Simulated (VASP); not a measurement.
ZnS: single point with PBEsol

The system is ZnS.

```
Zn S
1.0
    10.71254    0.00000    0.00000
     0.00000   10.71254    0.00000
     0.00000    0.00000   10.71254
Zn S
32 32
Direct
  0.00000 0.00000 0.00000
  0.00000 0.00000 0.50000
  0.00000 0.50000 0.00000
  0.00000 0.50000 0.50000
  0.50000 0.00000 0.00000
  0.50000 0.00000 0.50000
  0.50000 0.50000 0.00000
  0.50000 0.50000 0.50000
  0.25000 0.25000 0.00000
  0.25000 0.25000 0.50000
  0.25000 0.75000 0.00000
  0.25000 0.75000 0.50000
  0.75000 0.25000 0.00000
  0.75000 0.25000 0.50000
  0.75000 0.75000 0.00000
  0.75000 0.75000 0.50000
  0.25000 0.00000 0.25000
  0.25000 0.00000 0.75000
  0.25000 0.50000 0.25000
  0.25000 0.50000 0.75000
  0.75000 0.00000 0.25000
  0.75000 0.00000 0.75000
  0.75000 0.50000 0.25000
  0.75000 0.50000 0.75000
  0.00000 0.25000 0.25000
  0.00000 0.25000 0.75000
  0.00000 0.75000 0.25000
  0.00000 0.75000 0.75000
  0.50000 0.25000 0.25000
  0.50000 0.25000 0.75000
  0.50000 0.75000 0.25000
  0.50000 0.75000 0.75000
  0.12500 0.12500 0.12500
  0.12500 0.12500 0.62500
  0.12500 0.62500 0.12500
  0.12500 0.62500 0.62500
  0.62500 0.12500 0.12500
  0.62500 0.12500 0.62500
  0.62500 0.62500 0.12500
  0.62500 0.62500 0.62500
  0.37500 0.37500 0.12500
  0.37500 0.37500 0.62500
  0.37500 0.87500 0.12500
  0.37500 0.87500 0.62500
  0.87500 0.37500 0.12500
  0.87500 0.37500 0.62500
  0.87500 0.87500 0.12500
  0.87500 0.87500 0.62500
  0.37500 0.12500 0.37500
  0.37500 0.12500 0.87500
  0.37500 0.62500 0.37500
  0.37500 0.62500 0.87500
  0.87500 0.12500 0.37500
  0.87500 0.12500 0.87500
  0.87500 0.62500 0.37500
  0.87500 0.62500 0.87500
  0.12500 0.37500 0.37500
  0.12500 0.37500 0.87500
  0.12500 0.87500 0.37500
  0.12500 0.87500 0.87500
  0.62500 0.37500 0.37500
  0.62500 0.37500 0.87500
  0.62500 0.87500 0.37500
  0.62500 0.87500 0.87500
```

* Program: VASP 6.6.1
* Task: single point
* Functional: PBEsol
* Potentials or basis: VASP PAW PBE potentials, release 64 (Zn, S)
* Cutoff: 520 eV
* k mesh: 1 × 1 × 1
* Occupations: fermi-dirac, width 0.05 eV
* Spin: no spin polarisation
* Dipole correction: no
* Further INCAR settings: LREAL = Auto; ALGO = Normal; EDIFF = 1e-07; NBANDS = 326

```yaml
Pressure: 0.6 GPa
Band_gap_on_the_k_mesh: 2.08 eV
```

Levels at points of the mesh, in eV from the valence-band top:
```csv
k point,band 285,band 286,band 287,band 288,band 289,band 290,band 291,band 292
"(0.00, 0.00, 0.00)",-0.92,0.00,0.00,0.00,2.08,3.16,3.16,3.16
```

It took 12 min on 1 thread of AMD EPYC 7R13 Processor (Zen 3), on a shared host, peak memory 0.95 GiB.

Caveat: the k points lie up to 0.59 Å⁻¹ apart; the PAW data sets were made with another functional, which shifts forces and pressure a little. A k mesh can miss the band edges.
